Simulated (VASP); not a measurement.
# KMgF3 (Pm-3m) in VASP: notebook, part 2 of 2

VASP 6.6.1. Earlier steps stand in the parts before.

### 3 Relaxation of cell and atoms, PBE+D3(BJ)

This run uses another cell than the first one, of 13.33 Å³/atom, 1.028 times its volume.

The input, INCAR:

```
PREC = Accurate
ENCUT = 600
EDIFF = 1E-7
ISMEAR = 0
SIGMA = 0.02
LREAL = False
LASPH = True
NELM = 80
ALGO = Normal
ISIF = 3
LWAVE = False
LCHARG = False
GGA = PE
IVDW = 12
IBRION = 2
NSW = 70
EDIFFG = -0.005
```

The input, KPOINTS:

```
Automatic mesh
0
Gamma
  6 6 6
```

The input, POSCAR:

```
KMgF3
1.0
    4.0541864042      0.0000000000      0.0000000000
    0.0000000000      4.0541864042      0.0000000000
    0.0000000000      0.0000000000      4.0541864042
K Mg F
1 1 3
Direct
    0.5000000000      0.5000000000      0.5000000000
    0.0000000000      0.0000000000      0.0000000000
    0.5000000000      0.0000000000      0.0000000000
    0.0000000000      0.5000000000      0.0000000000
    0.0000000000      0.0000000000      0.5000000000
```

Potentials or basis: VASP PAW PBE potentials, release 64 (K_sv, Mg, F).

Launch:

```
> cat potpaw_PBE.64/K_sv/POTCAR potpaw_PBE.64/Mg/POTCAR potpaw_PBE.64/F/POTCAR > POTCAR
> mpirun -np 1 vasp_std > vasp.out
```

OUTCAR:

```text
PREC = Accurate
   ENCUT = 600
   EDIFF = 1E-7
   ISMEAR = 0
   LREAL = False
   LASPH = True
   NELM = 80
   ISIF = 3
   GGA = PE
   IVDW = 12
   IBRION = 2
   NSW = 70
   EDIFFG = -0.005
 IVDW          = 12

 ion  position               nearest neighbor table
   1  0.500  0.500  0.500-   2 3.51   2 3.51   2 3.51   2 3.51   2 3.51   2 3.51   2 3.51   2 3.51

   2  0.000  0.000  0.000-   3 2.03   4 2.03   5 2.03   5 2.03   4 2.03   3 2.03   1 3.51   1 3.51
                             1 3.51   1 3.51   1 3.51   1 3.51   1 3.51   1 3.51
   3  0.500  0.000  0.000-   2 2.03   2 2.03
   4  0.000  0.500  0.000-   2 2.03   2 2.03
   5  0.000  0.000  0.500-   2 2.03   2 2.03

  LATTYP: Found a simple cubic cell.
 ALAT       =     4.0541864042

  Lattice vectors:

 A1 = (   4.0541864042,   0.0000000000,   0.0000000000)
 A2 = (   0.0000000000,   4.0541864042,   0.0000000000)
 A3 = (   0.0000000000,   0.0000000000,   4.0541864042)

Analysis of symmetry for initial positions (statically):
=====================================================================
 Subroutine PRICEL returns:
 Original cell was already a primitive cell.

 Routine SETGRP: Setting up the symmetry group for a
 simple cubic supercell.

 Subroutine GETGRP returns: Found 48 space group operations
 (whereof 48 operations were pure point group operations)
[... 141 lines left out ...]
   LORBIT       =      0    0 simple, 1 ext, 2 COOP (PROOUT), +10 PAW based schemes
   GGA     = PE    functional components
   LHFCALC =     F    Hartree Fock is set to
   AEXX    =    0.0000 exact exchange contribution
   IVDW    =    12    specifies the selected vdW correction
   LEPSILON=     F    determine dielectric tensor
   LRPA    =     F    only Hartree local field effects (RPA)
 conjugate gradient relaxation of ions
 non-spin polarized calculation
 Gauss-broadening in eV      SIGMA  =   0.02
  energy-cutoff  :      600.00
  volume of cell :       66.64
 maximum number of plane-waves:      2272
   NGX = 17   NGY = 17   NGZ = 17

--------------------------------------- Ionic step        1  -------------------------------------------

 number of electron      32.0000043 magnetization

 Free energy of the ion-electron system (eV)
  ---------------------------------------------------
  ext. energy  EPLUGINS =         0.00000000
  ---------------------------------------------------
  free energy    TOTEN  =       -24.45719443 eV

  energy without entropy =      -24.45719443  energy(sigma->0) =      -24.45719443

------------------------ aborting loop because EDIFF is reached ----------------------------------------

 Edisp (eV)   -0.79062

 E8    (eV) :    -0.3311
[... 77 lines left out ...]
--------------------------------------- Ionic step        3  -------------------------------------------

 number of electron      32.0000025 magnetization

 Free energy of the ion-electron system (eV)
  ---------------------------------------------------
  ext. energy  EPLUGINS =         0.00000000
  ---------------------------------------------------
  free energy    TOTEN  =       -24.44706537 eV

  energy without entropy =      -24.44706537  energy(sigma->0) =      -24.44706537

 E-fermi :  -1.4725     XC(G=0):  -9.6094

 val. band max:       -1.6806538563   @ k =   0.5000   0.5000   0.5000
 cond. band min:       5.5131427395   @ k =   0.0000   0.0000   0.0000
 fundamental gap:      7.1937965958
 Fermi energy:        -1.4725192146

 k-point     1 :       0.0000    0.0000    0.0000
  band No.  band energies     occupation
      1     -27.3618      2.00000
      2     -21.7597      2.00000
      3     -21.1250      2.00000
      4     -21.1250      2.00000
      5     -10.8523      2.00000
      6     -10.8523      2.00000
[... 485 lines left out ...]
  FREE ENERGIE OF THE ION-ELECTRON SYSTEM (eV)
  ---------------------------------------------------
  free  energy   TOTEN  =       -25.2659707477 eV

  energy  without entropy=      -25.2659707477  energy(sigma->0) =      -25.26597075

 reached required accuracy - stopping structural energy minimisation
```

OSZICAR:

```text
N       E                     dE             d eps       ncg     rms          rms(c)
DAV:   1     0.270063456019E+03    0.27006E+03   -0.18906E+04   816   0.170E+03
DAV:   2    -0.129962515244E+02   -0.28306E+03   -0.27541E+03  1052   0.414E+02
DAV:   3    -0.258577905457E+02   -0.12862E+02   -0.12827E+02   960   0.882E+01
[... 30 lines left out ...]
DAV:   4    -0.244470373984E+02    0.15078E-03   -0.64421E-04  1388   0.152E-01    0.777E-02
DAV:   5    -0.244470677209E+02   -0.30323E-04   -0.54868E-05  1040   0.625E-02    0.170E-02
DAV:   6    -0.244470628410E+02    0.48799E-05   -0.31216E-05  1288   0.422E-02    0.548E-03
DAV:   7    -0.244470650824E+02   -0.22413E-05   -0.19754E-06  1264   0.713E-03    0.122E-03
DAV:   8    -0.244470653250E+02   -0.24263E-06   -0.40420E-08   608   0.147E-03    0.105E-04
DAV:   9    -0.244470653682E+02   -0.43231E-07   -0.99870E-09   544   0.690E-04
   3 F= -.25265971E+02 E0= -.25265971E+02  d E =-.181559E-01
```

CONTCAR:

```text
KMgF3
   1.00000000000000
     4.0059873216599771    0.0000000000000000   -0.0000000000000000
    -0.0000000000000000    4.0059873216599771   -0.0000000000000000
     0.0000000000000000   -0.0000000000000000    4.0059873216599771
  K               Mg              F
     1     1     3
Direct
     0.5000000000000000    0.5000000000000000    0.5000000000000000
     0.0000000000000000    0.0000000000000000    0.0000000000000000
     0.5000000000000000    0.0000000000000000    0.0000000000000000
     0.0000000000000000    0.5000000000000000    0.0000000000000000
     0.0000000000000000    0.0000000000000000    0.5000000000000000

  0.00000000E+00  0.00000000E+00  0.00000000E+00
  0.00000000E+00  0.00000000E+00  0.00000000E+00
  0.00000000E+00  0.00000000E+00  0.00000000E+00
  0.00000000E+00  0.00000000E+00  0.00000000E+00
  0.00000000E+00  0.00000000E+00  0.00000000E+00
```

It used 140 s of CPU time on 1 thread of AMD EPYC 7R13 Processor (Zen 3), with other jobs on the host.

What came out:

| Item | Value |
| --- | --- |
| Free energy | -25.2660 eV |
| Relaxed volume | 12.86 Å³/atom |
| Relaxed cell | a = 4.006 Å, b = 4.006 Å, c = 4.006 Å, α = 90.00°, β = 90.00°, γ = 90.00° |
| Space group after relaxing (to 0.05 Å) | Pm-3m (No. 221) |
| Energy gained by relaxing | 3.6 meV/atom |
| Ionic steps | 3 |
| Pressure after relaxing | 0.0 GPa |
| Band gap on the k mesh | 7.19 eV, indirect (least direct gap 7.52 eV) |
| Dispersion energy per atom | -0.164 eV |

The path:
```csv
step,energy change (eV),largest force (eV/Å),pressure (GPa),volume (Å³)
1,0.0000,0.0000,-2.39,66.64
2,-0.0174,0.0000,-0.50,64.74
3,-0.0182,0.0000,-0.01,64.29
```

Final structure:
```
K Mg F
1.0
     4.00599    0.00000    0.00000
     0.00000    4.00599    0.00000
     0.00000    0.00000    4.00599
K Mg F
1 1 3
Direct
  0.50000 0.50000 0.50000
  0.00000 0.00000 0.00000
  0.50000 0.00000 0.00000
  0.00000 0.50000 0.00000
  0.00000 0.00000 0.50000
```

A k mesh can miss the band edges.
